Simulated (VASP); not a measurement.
# Zr2AlN3 (P-3m1) in VASP: a series of runs

Zr2AlN3 is run at these levels: PBE; tasks: single point, relaxation of cell and atoms.

Program: VASP 6.6.1. These are calculated values, not measurements. Logs are shortened: lines on timing, memory, paths and dates and some standing lists are left out, and cuts for length are marked.

### 1 The cell of the first run

The structure is trigonal, space group P-3m1 (No. 164). Conventional cell: a = 3.137 Å, b = 3.137 Å, c = 7.766 Å, α = 90.00°, β = 90.00°, γ = 120.00°. Zr (site symmetry 3m) has 6 N at 2.23 to 2.33 Å within 3.0 Å. Within 2.8 Å of Al (site symmetry -3m) lie 6 N at 2.13 Å. Within 2.9 Å of N (site symmetry 3m) lie 3 Al at 2.13 Å and 3 Zr at 2.33 Å and 3 N at 2.88 Å. Within 3.0 Å of N (site symmetry -3m) lie 6 Zr at 2.23 Å.

### 2 Single point, PBE

File INCAR:

```
PREC     = Accurate       # precision mode
ENCUT    = 520            # plane-wave cutoff, eV
EDIFF    = 1E-6           # SCF threshold, eV
ISMEAR   = 0              # smearing method
SIGMA    = 0.1            # smearing width, eV
LREAL    = False          # projectors in reciprocal space
LASPH    = True           # aspherical terms in the spheres
NELM     = 100            # most SCF steps
ALGO     = Normal         # electronic algorithm
ISIF     = 2              # what is computed and relaxed
LWAVE    = False          # write WAVECAR
LCHARG   = False          # write CHGCAR
GGA      = PE             # functional
NBANDS   = 30             # bands
```

File KPOINTS:

```
Automatic mesh
0
Gamma
  6 6 2
```

File POSCAR:

```
Zr2AlN3
1.0
    3.1367901993      0.0000000000      0.0000000000
   -1.5683950997      2.7165399990      0.0000000000
    0.0000000000      0.0000000000      7.7660564249
Zr Al N
2 1 3
Direct
    0.6666666667      0.3333333333      0.3320169793
    0.3333333333      0.6666666667      0.6679830207
    0.0000000000      0.0000000000      0.0000000000
    0.3333333333      0.6666666667      0.1439751422
    0.0000000000      0.0000000000      0.5000000000
    0.6666666667      0.3333333333      0.8560248578
```

Potentials or basis: VASP PAW PBE potentials, release 64 (Zr_sv, Al, N).

The run is started by

```console
$ cat potpaw_PBE.64/Zr_sv/POTCAR potpaw_PBE.64/Al/POTCAR potpaw_PBE.64/N/POTCAR > POTCAR
$ mpirun -np 1 vasp_std > vasp.out
```

OUTCAR:

```text
PREC = Accurate
   ENCUT = 520
   EDIFF = 1E-6
   ISMEAR = 0
   LREAL = False
   LASPH = True
   NELM = 100
   ISIF = 2
   GGA = PE

 ion  position               nearest neighbor table
   1  0.667  0.333  0.332-   5 2.23   5 2.23   5 2.23   4 2.33   4 2.33   4 2.33   3 3.15   3 3.15
                             3 3.15   2 3.18   2 3.18   2 3.18
   2  0.333  0.667  0.668-   5 2.23   5 2.23   5 2.23   6 2.33   6 2.33   6 2.33   3 3.15   3 3.15
                             3 3.15   1 3.18   1 3.18   1 3.18
   3  0.000  0.000  0.000-   4 2.13   6 2.13   6 2.13   4 2.13   6 2.13   4 2.13   1 3.15   2 3.15
                             2 3.15   1 3.15   1 3.15   2 3.15
   4  0.333  0.667  0.144-   3 2.13   3 2.13   3 2.13   1 2.33   1 2.33   1 2.33
   5  0.000  0.000  0.500-   1 2.23   2 2.23   1 2.23   2 2.23   1 2.23   2 2.23
   6  0.667  0.333  0.856-   3 2.13   3 2.13   3 2.13   2 2.33   2 2.33   2 2.33

  LATTYP: Found a hexagonal cell.
 ALAT       =     3.1367901993
 C/A-ratio  =     2.4757972104

  Lattice vectors:

 A1 = (   3.1367901993,   0.0000000000,   0.0000000000)
 A2 = (  -1.5683950997,   2.7165399990,   0.0000000000)
 A3 = (   0.0000000000,   0.0000000000,   7.7660564249)

Analysis of symmetry for initial positions (statically):
=====================================================================
 Subroutine PRICEL returns:
 Original cell was already a primitive cell.

 Routine SETGRP: Setting up the symmetry group for a
 hexagonal supercell.

 Subroutine GETGRP returns: Found 12 space group operations
 (whereof 12 operations were pure point group operations)
 out of a pool of 24 trial point group operations.

The static configuration has the point symmetry D_3d.

Analysis of symmetry for dynamics (positions and initial velocities):
=====================================================================
 Subroutine PRICEL returns:
 Original cell was already a primitive cell.

 Routine SETGRP: Setting up the symmetry group for a
 hexagonal supercell.

 Subroutine GETGRP returns: Found 12 space group operations
 (whereof 12 operations were pure point group operations)
 out of a pool of 24 trial point group operations.

The dynamic configuration has the point symmetry D_3d.

 Subroutine INISYM returns: Found 12 space group operations
 (whereof 12 operations are pure point group operations),
 and found     1 'primitive' translations

----------------------------------------------------------------------------------------

                                     Primitive cell

  volume of cell :      66.1762

  direct lattice vectors                    reciprocal lattice vectors
     3.136790199  0.000000000  0.000000000     0.318797222  0.184057662  0.000000000
    -1.568395100  2.716539999  0.000000000     0.000000000  0.368115323  0.000000000
     0.000000000  0.000000000  7.766056425     0.000000000  0.000000000  0.128765482

  length of vectors
     3.136790199  3.136790199  7.766056425     0.368115323  0.368115323  0.128765482

  position of ions in fractional coordinates (direct lattice)
     0.666666667  0.333333333  0.332016979
     0.333333333  0.666666667  0.667983021
     0.000000000  0.000000000  0.000000000
     0.333333333  0.666666667  0.143975142
     0.000000000  0.000000000  0.500000000
     0.666666667  0.333333333  0.856024858

  ion indices of the primitive-cell ions
   primitive index   ion index
                 1           1
                 2           2
                 3           3
                 4           4
                 5           5
                 6           6

----------------------------------------------------------------------------------------

 KPOINTS: Automatic mesh

Automatic generation of k-mesh.
 Grid dimensions read from file:
 generate k-points for:    6    6    2

 Generating k-lattice:

  Cartesian coordinates                     Fractional coordinates (reciprocal lattice)
     0.053132870  0.030676277  0.000000000     0.166666667  0.000000000  0.000000000
     0.000000000  0.061352554  0.000000000     0.000000000  0.166666667  0.000000000
     0.000000000  0.000000000  0.064382741     0.000000000  0.000000000  0.500000000

  Length of vectors
     0.061352554  0.061352554  0.064382741

  Shift w.r.t. Gamma in fractional coordinates (k-lattice)
     0.000000000  0.000000000  0.000000000

 Subroutine IBZKPT returns following result:
 ===========================================

 Found     14 irreducible k-points:

 Following reciprocal coordinates:
            Coordinates               Weight
  0.000000  0.000000  0.000000      1.000000
  0.166667 -0.000000  0.000000      6.000000
  0.333333  0.000000  0.000000      6.000000
  0.500000 -0.000000  0.000000      3.000000
  0.166667  0.166667  0.000000      6.000000
  0.333333  0.166667  0.000000     12.000000
  0.333333  0.333333  0.000000      2.000000
  0.000000  0.000000  0.500000      1.000000
  0.166667 -0.000000  0.500000      6.000000
  0.333333  0.000000  0.500000      6.000000
  0.500000 -0.000000  0.500000      3.000000
  0.166667  0.166667  0.500000      6.000000
  0.333333  0.166667  0.500000     12.000000
  0.333333  0.333333  0.500000      2.000000
   k-points           NKPTS =     14   k-points in BZ     NKDIM =     14   number of bands    NBANDS=     30
   number of dos      NEDOS =    301   number of ions     NIONS =      6
   total plane-waves  NPLWV =  34560
   dimension x,y,z NGX =    24 NGY =   24 NGZ =   60
   dimension x,y,z NGXF=    48 NGYF=   48 NGZF=  120
   ions per type =               2   1   3
   NGX,Y,Z   is equivalent  to a cutoff of  12.72, 12.72, 12.84 a.u.
   NGXF,Y,Z  is equivalent  to a cutoff of  25.44, 25.44, 25.69 a.u.
 SYSTEM =  unknown system
   PREC   = accura    normal or accurate (medium, high low for compatibility)
   ISTART =      0    job   : 0-new  1-cont  2-samecut
   ICHARG =      2    charge: 1-file 2-atom 10-const
   ISPIN  =      1    spin polarized calculation?
   LNONCOLLINEAR =      F non collinear calculations
   LSORBIT =      F    spin-orbit coupling
   LASPH  =      T    aspherical Exc in radial PAW
   ENCUT  =  520.0 eV  38.22 Ry    6.18 a.u.   5.83  5.83 14.44*2*pi/ulx,y,z
   NELM   =    100;   NELMIN=  2; NELMDL= -5     # of ELM steps
   EDIFF  = 0.1E-05   stopping-criterion for ELM
   LREAL  =      F    real-space projection
   EDIFFG = 0.1E-04   stopping-criterion for IOM
   NSW    =      0    number of steps for IOM
   IBRION =     -1    ionic relax: 0-MD 1-quasi-New 2-CG
   NFREE  =      0    steps in history (QN), initial steepest desc. (CG)
   ISIF   =      2    stress and relaxation
   ISYM   =      2    0-nonsym 1-usesym 2-fastsym
   POTIM  = 0.5000    time-step for ionic-motion
   TEBEG  =    0.0;   TEEND  =   0.0 temperature during run
   PSTRESS=    0.0 pullay stress
   NELECT =      42.0000    total number of electrons
   NUPDOWN=      -1.0000    fix difference up-down
   EMIN   =  10.00;   EMAX   =-10.00  energy-range for DOS
   EFERMI =   0.00;   METHOD = LEGACY
   ISMEAR =     0;   SIGMA  =   0.10  broadening in eV -4-tet -1-fermi 0-gaus
   EFERMI_NEDOS =   21; number of points for ismear=-14 and -15
   IALGO  =     38    algorithm
   IMIX   =      4    mixing-type and parameters
     AMIX     =   0.40;   BMIX     =  1.00
     AMIX_MAG =   1.60;   BMIX_MAG =  1.00
  volume/ion in A,a.u.               =      11.03        74.43
  Fermi-wavevector in a.u.,A,eV,Ry     =   1.406881  2.658619 26.930186  1.979313
  Thomas-Fermi vector in A             =   2.529196
   LORBIT       =      0    0 simple, 1 ext, 2 COOP (PROOUT), +10 PAW based schemes
   GGA     = PE    functional components
   LHFCALC =     F    Hartree Fock is set to
   AEXX    =    0.0000 exact exchange contribution
   IVDW    =     0    specifies the selected vdW correction
   LEPSILON=     F    determine dielectric tensor
   LRPA    =     F    only Hartree local field effects (RPA)
 non-spin polarized calculation
 Gauss-broadening in eV      SIGMA  =   0.10
  energy-cutoff  :      520.00
  volume of cell :       66.18
 maximum number of plane-waves:      1811
 NGX is ok and might be reduce to    24
   NGX = 11   NGY = 11   NGZ = 29

 number of electron      41.9999998 magnetization

 Free energy of the ion-electron system (eV)
  ---------------------------------------------------
  ext. energy  EPLUGINS =         0.00000000
  ---------------------------------------------------
  free energy    TOTEN  =       -54.48190165 eV

  energy without entropy =      -54.47198665  energy(sigma->0) =      -54.47694415

 E-fermi :  11.4842     XC(G=0): -12.3362

 val. band max:       11.3391714641   @ k =   0.1667   0.1667   0.5000
 cond. band min:      11.4942633632   @ k =   0.1667   0.1667   0.0000
 fundamental gap:      0.1550918991
 Fermi energy:        11.4842463412

 k-point     1 :       0.0000    0.0000    0.0000
  band No.  band energies     occupation
      1     -37.9285      2.00000
      2     -37.8343      2.00000
      3     -16.5984      2.00000
      4     -15.8388      2.00000
      5     -15.5394      2.00000
      6     -15.5394      2.00000
[... 22 lines left out ...]
     29      14.4642      0.00000
     30      15.9502      0.00000

 k-point     2 :       0.1667   -0.0000    0.0000
  band No.  band energies     occupation
      1     -37.8891      2.00000
      2     -37.8061      2.00000
      3     -16.5055      2.00000
      4     -15.9226      2.00000
      5     -15.7724      2.00000
      6     -15.7145      2.00000
[... 22 lines left out ...]
     29      15.7984      0.00000
     30      15.9772      0.00000

 k-point     3 :       0.3333    0.0000    0.0000
  band No.  band energies     occupation
      1     -37.8060      2.00000
      2     -37.7522      2.00000
      3     -16.5387      2.00000
      4     -16.3538      2.00000
      5     -16.0876      2.00000
      6     -15.7624      2.00000
[... 352 lines left out ...]
     29      17.0901      0.00000
     30      17.7499      0.00000

 k-point    14 :       0.3333    0.3333    0.5000
  band No.  band energies     occupation
      1     -37.7271      2.00000
      2     -37.7271      2.00000
      3     -16.4703      2.00000
      4     -16.3334      2.00000
      5     -16.3334      2.00000
      6     -16.1508      2.00000
[... 22 lines left out ...]
     29      17.3130      0.00000
     30      17.3130      0.00000

------------------------ aborting loop because EDIFF is reached ----------------------------------------

  FORCE on cell =-STRESS in cart. coord.  units (eV):
  Direction    XX          YY          ZZ          XY          YZ          ZX
  --------------------------------------------------------------------------------------
  -------------------------------------------------------------------------------------
  Total        0.0666680      0.0666680      0.0906750     -0.0000000      0.0000000      0.0000000
  in kB        1.6140836      1.6140836      2.1953111     -0.0000000      0.0000000      0.0000000
  external PRESSURE =       1.8078261 kB  Pullay stress =       0.0000000 kB

 VOLUME and BASIS-vectors are now :
 -----------------------------------------------------------------------------
  energy-cutoff  :      520.00
  volume of cell :       66.18
      direct lattice vectors                 reciprocal lattice vectors
     3.136790199  0.000000000  0.000000000     0.318797222  0.184057662  0.000000000
    -1.568395100  2.716539999  0.000000000     0.000000000  0.368115323  0.000000000
     0.000000000  0.000000000  7.766056425     0.000000000  0.000000000  0.128765482

 POSITION                                       TOTAL-FORCE (eV/Angst)
 -----------------------------------------------------------------------------------
      1.56840      0.90551      2.57846        -0.000000     -0.000000      0.002155
     -0.00000      1.81103      5.18759         0.000000      0.000000     -0.002155
      0.00000      0.00000      0.00000         0.000000      0.000000      0.000000
     -0.00000      1.81103      1.11812        -0.000000      0.000000     -0.028085
      0.00000      0.00000      3.88303         0.000000      0.000000      0.000000
      1.56840      0.90551      6.64794         0.000000      0.000000      0.028085
 -----------------------------------------------------------------------------------
    total drift:                                0.000000     -0.000000     -0.000000

  FREE ENERGIE OF THE ION-ELECTRON SYSTEM (eV)
  ---------------------------------------------------
  free  energy   TOTEN  =       -54.4819016505 eV

  energy  without entropy=      -54.4719866527  energy(sigma->0) =      -54.47694415
```

It took 12 s on 1 thread of Intel Xeon 6975P-C (Granite Rapids), shared host; peak memory 0.18 GiB.

What came out:

```yaml
Free_energy: -54.4819 eV
Pressure: 0.2 GPa
Largest_force: 0.028 eV/Å
Band_gap_on_the_k_mesh: zero (bands 21 and 22 overlap by 1.49 eV)
```

Forces on the atoms (eV/Å):
```
Zr   0.000  0.000  0.002
Zr   0.000  0.000 -0.002
Al   0.000  0.000  0.000
N    0.000  0.000 -0.028
N    0.000  0.000  0.000
N    0.000  0.000  0.028
```

Levels at points of the mesh, in eV from the Fermi level:
```
           k point  band 17  band 18  band 19  band 20  band 21  band 22  band 23  band 24  band 25  band 26
(0.00, 0.00, 0.00)    -3.43    -2.24    -2.24    -2.03    -0.20     0.41     0.41     1.39     2.30     2.30
(0.50, 0.00, 0.00)    -3.63    -3.63    -3.32    -3.30    -2.71     0.99     3.68     3.89     3.98     4.68
(0.00, 0.00, 0.50)    -3.03    -3.03    -2.67    -2.67     0.14     0.55     0.55     1.83     2.19     2.19
(0.50, 0.00, 0.50)    -4.89    -4.35    -3.19    -2.72    -1.84     0.36     3.50     3.99     4.21     4.33
```

Caveat: the k points lie up to 0.40 Å⁻¹ apart, too coarse for converged energies and pressures of a metal.

### 3 Single point, PBE

This run uses another cell than the first one, of 13.38 Å³/atom.

File INCAR:

```
PREC = Accurate ; ENCUT = 520
EDIFF = 1E-6 ; ISMEAR = 0
SIGMA = 0.1 ; LREAL = F
LASPH = T ; NELM = 60
ALGO = Normal ; ISIF = 2
LWAVE = F ; LCHARG = F
GGA = PE ; NBANDS = 30
```

File KPOINTS:

```
regular mesh
0
Gamma
  6 6 2
```

File POSCAR:

```
Zr2AlN3
1.0
    3.3576657200      0.0000000000      0.0000000000
   -1.6788328600      2.9078238100      0.0000000000
    0.0000000000      0.0000000000      8.2245677400
Zr Al N
2 1 3
Direct
    0.6666666700      0.3333333300      0.3333333300
    0.3333333300      0.6666666700      0.6666666700
    0.0000000000      0.0000000000      0.0000000000
    0.3333333300      0.6666666700      0.1666666700
    0.0000000000      0.0000000000      0.5000000000
    0.6666666700      0.3333333300      0.8333333300
```

Potentials or basis: VASP PAW PBE potentials, release 64 (Zr_sv, Al, N).

The run is started by

```console
$ cat potpaw_PBE.64/Zr_sv/POTCAR potpaw_PBE.64/Al/POTCAR potpaw_PBE.64/N/POTCAR > POTCAR
$ mpirun -np 1 vasp_std > vasp.out
```

Wall time 21 s (1 thread of Intel Xeon 6975P-C (Granite Rapids), shared host); peak memory 0.22 GiB.

Results (log left out):

* Free energy: -52.6649 eV
* Pressure: -27.5 GPa
* Largest force: 1.437 eV/Å
* Band gap on the k mesh: zero (bands 21 and 22 overlap by 1.23 eV)

Forces on the atoms (eV/Å):
```
Zr   0.000  0.000  1.289
Zr   0.000  0.000 -1.289
Al   0.000  0.000  0.000
N    0.000  0.000 -1.437
N    0.000  0.000  0.000
N    0.000  0.000  1.437
```

Stress tensor (GPa, compression positive):
```
-28.46   0.00   0.00
  0.00 -28.46   0.00
  0.00   0.00 -25.73
```

Levels at points of the mesh, in eV from the Fermi level:
```
           k point  band 17  band 18  band 19  band 20  band 21  band 22  band 23  band 24  band 25  band 26
(0.00, 0.00, 0.00)    -3.64    -2.56    -2.50    -2.50    -0.50     0.19     0.19     0.65     1.09     1.64
(0.50, 0.00, 0.00)    -3.92    -3.64    -3.50    -3.47    -2.12     0.76     1.48     2.64     2.80     3.36
(0.00, 0.00, 0.50)    -3.49    -3.49    -2.64    -2.64     0.24     0.26     0.26     0.92     1.59     1.59
(0.50, 0.00, 0.50)    -4.79    -4.21    -3.55    -3.02    -1.45     0.28     1.65     2.63     2.80     2.81
```

Caveat: the k points lie up to 0.38 Å⁻¹ apart, too coarse for converged energies and pressures of a metal; forces of over 1 eV/Å act on the atoms, so gaps and moduli don't describe the material at rest.

### 4 Relaxation of cell and atoms, PBE

This run uses another cell than the first one, of 13.38 Å³/atom.

File INCAR:

```
  PREC = Accurate
  ENCUT = 600
  EDIFF = 1E-7
  ISMEAR = 0
  SIGMA = 0.1
  LREAL = F
  LASPH = T
  NELM = 100
  ALGO = Normal
  ISIF = 3
  LWAVE = F
  LCHARG = F
  GGA = PE
  IBRION = 2
  NSW = 90
  EDIFFG = -0.04
```

File KPOINTS:

```
Automatic mesh
0
Gamma
  6 6 2
```

POSCAR is that of step 3.

The run is started by

```console
$ cat potpaw_PBE.64/Zr_sv/POTCAR potpaw_PBE.64/Al/POTCAR potpaw_PBE.64/N/POTCAR > POTCAR
$ mpirun -np 1 vasp_std > vasp.out
```

It took 2.9 min on 1 thread of Intel Xeon 6975P-C (Granite Rapids), shared host; peak memory 0.25 GiB.

It converged, with:

```yaml
Free_energy: -54.5083 eV
Relaxed_volume: 11.03 Å³/atom
Relaxed_cell: a = 3.138 Å, b = 3.138 Å, c = 7.763 Å, α = 90.00°, β = 90.00°, γ = 120.00°
Space_group_after_relaxing_to_0.1_Å: P-3m1 (No. 164)
Energy_gained_by_relaxing: 306.4 meV/atom
Ionic_steps: 10
Pressure_after_relaxing: -0.1 GPa
Largest_force_after_relaxing: 0.023 eV/Å
Band_gap_on_the_k_mesh: zero (bands 21 and 22 overlap by 1.49 eV)
```

Forces in eV/Å, atoms in the order of the input:
```
Zr   0.000  0.000  0.023
Zr   0.000  0.000 -0.023
Al   0.000  0.000  0.000
N    0.000  0.000 -0.023
N    0.000  0.000  0.000
N    0.000  0.000  0.023
```

Stress tensor (GPa, compression positive):
```
-0.16  0.00  0.00
 0.00 -0.16  0.00
 0.00  0.00  0.13
```

The path:
```csv
step,energy change (eV),largest force (eV/Å),pressure (GPa),volume (Å³)
1,0.0000,1.4357,-27.65,80.30
2,0.2497,2.8512,62.60,56.33
3,-1.4796,2.3902,0.71,67.23
4,-1.4820,2.4128,2.13,66.83
5,-1.7594,1.3624,2.59,66.00
6,-1.7594,1.3822,2.61,65.99
7,-1.8206,0.1730,-4.25,67.33
8,-1.8301,0.2244,-2.55,66.96
9,-1.8342,0.2073,1.77,65.68
10,-1.8384,0.0231,-0.06,66.20
```

Final structure:
```
Zr Al N
1.0
     3.13799    0.00000    0.00000
    -1.56900    2.71758    0.00000
     0.00000    0.00000    7.76345
Zr Al N
2 1 3
Direct
  0.66667 0.33333 0.33192
  0.33333 0.66667 0.66808
  0.00000 0.00000 0.00000
  0.33333 0.66667 0.14391
  0.00000 0.00000 0.50000
  0.66667 0.33333 0.85609
```

Levels at points of the mesh, in eV from the Fermi level:
```csv
k point,band 18,band 19,band 20,band 21,band 22,band 23,band 24,band 25
"(0.00, 0.00, 0.00)",-2.25,-2.25,-2.03,-0.20,0.41,0.41,1.38,2.60
"(0.50, 0.00, 0.00)",-3.63,-3.33,-3.30,-2.71,0.99,3.67,3.89,3.97
"(0.00, 0.00, 0.50)",-3.04,-2.68,-2.68,0.14,0.54,0.54,1.83,2.18
"(0.50, 0.00, 0.50)",-4.36,-3.19,-2.72,-1.84,0.35,3.49,3.99,4.32
```

Caveat: the k points lie up to 0.40 Å⁻¹ apart in the final cell, too coarse for converged energies and pressures of a metal; the volume moved by over 15 % at a fixed basis, so the end points are rough.

(Continued in part 2 of 2.)

The gap in the log of VASP goes by the Fermi energy; the results here count the filled bands.